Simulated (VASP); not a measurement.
Runs of VASP 6.6.1 on MgO (Periclase). The structure is that of space group Fm-3m (No. 225), or close to it. The cells are those of the table. 

| level | potentials or basis | cell | k mesh | cutoff (eV) | second run | gap on the mesh (eV) | pressure (GPa) |
| --- | --- | --- | --- | --- | --- | --- | --- |
| r2SCAN | VASP PAW PBE potentials, release 64 (Mg_sv, O) | a = 3.012 Å, angles 60.0°, 2 atoms | 8 × 8 × 8 | 660 | valence_matched | (d) | -6.1 |
| r2SCAN | VASP PAW PBE potentials, release 64 (Mg, O) | a = 2.971 Å, angles 60.0°, 2 atoms | 8 × 8 × 8 | 660 | - | 5.68 | -1.1 |
| r2SCAN | VASP PAW PBE potentials, release 64 (Mg_sv, O) | a = 2.973 Å, angles 60.0°, 2 atoms | 8 × 8 × 8 | 660 | valence_matched | 5.71 | -0.2 |
| r2SCAN | VASP PAW PBE potentials, release 64 (Mg, O) | a = 3.012 Å, angles 60.0°, 2 atoms | 8 × 8 × 8 | 520 | - | 5.27 | -7.2 |
| r2SCAN | VASP PAW PBE potentials, release 64 (Mg_sv, O) | a = 2.933 Å, angles 60.0°, 2 atoms | 8 × 8 × 8 | 660 | valence_matched | 6.14 | 6.9 |
| r2SCAN | VASP PAW PBE potentials, release 64 (Mg, O) | a = 2.805 Å, angles 60.0°, 2 atoms | 8 × 8 × 8 | 520 | - | 7.64 | 40.6 |
| r2SCAN | VASP PAW PBE potentials, release 64 (Mg, O) | a = 3.009 Å, angles 60.0°, 2 atoms | 8 × 8 × 8 | 660 | - | (a) | -7.0 |
| r2SCAN | VASP PAW PBE potentials, release 64 (Mg, O) | a = 2.891 Å, angles 60.0°, 2 atoms | 8 × 8 × 8 | 520 | - | 6.55 | 15.3 |
| r2SCAN | VASP PAW PBE potentials, release 64 (Mg, O) | a = 2.973 Å, angles 60.0°, 2 atoms | 8 × 8 × 8 | 520 | - | 5.66 | -1.1 |
| PBE | VASP PAW PBE potentials, release 64 (Mg, O) | a = 2.982 Å, angles 60.0°, 2 atoms | 8 × 8 × 8 | 600 | - | 4.69 | 3.1 |
| r2SCAN | VASP PAW PBE potentials, release 64 (Mg_sv, O) | a = 2.891 Å, angles 60.0°, 2 atoms | 8 × 8 × 8 | 660 | valence_matched | 6.60 | (c) |
| r2SCAN | VASP PAW PBE potentials, release 64 (Mg, O) | a = 2.665 Å, angles 60.0°, 2 atoms | 10 × 10 × 10 | 520 | - | (b) | 107.6 |

Alike in all rows: task single point; no spin polarisation; smearing gaussian 0.05 eV.

Q: Fill in the values left out.

A: (a) 5.31; (b) 9.76; (c) 16.6; (d) 5.32.

Caveats: the PAW data sets were made with another functional, which shifts forces and pressure a little (some runs).

A k mesh can miss the band edges.

The runs don't all hold the same shells in valence.
